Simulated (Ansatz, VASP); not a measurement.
## Two plane-wave programs on CdI2

```
Cd I
1.0
     4.24701    0.00000    0.00000
    -2.12350    3.67802    0.00000
     0.00000    0.00000    6.89503
Cd I
1 2
Direct
  0.00000 0.00000 0.00000
  0.33333 0.66667 0.24939
  0.66667 0.33333 0.75061
```

Alike in both runs: task single point; functional PBE; k mesh 6 × 6 × 4; no spin polarisation.

|  | VASP | Ansatz |
| --- | --- | --- |
| version | VASP 6.6.1 | Ansatz 0.2.0 |
| potentials or method | VASP PAW PBE potentials, release 64 (Cd, I) | plane waves, PAW |
| plane-wave cutoff (eV) | 500 | 420 |
| occupations | gaussian, width 0.01 eV | fixed |
| valence electrons in the cell | 26 | 54 |

|  | VASP | Ansatz | Ansatz less VASP |
| --- | --- | --- | --- |
| gap on the k mesh at the Fermi level (eV) | 2.37 | 2.37 | +0.005 |

VASP's potentials hold 26 valence electrons a cell and Ansatz's 54, so a difference there can come from the potentials and not from the codes.

Neither program's run includes spin-orbit coupling.
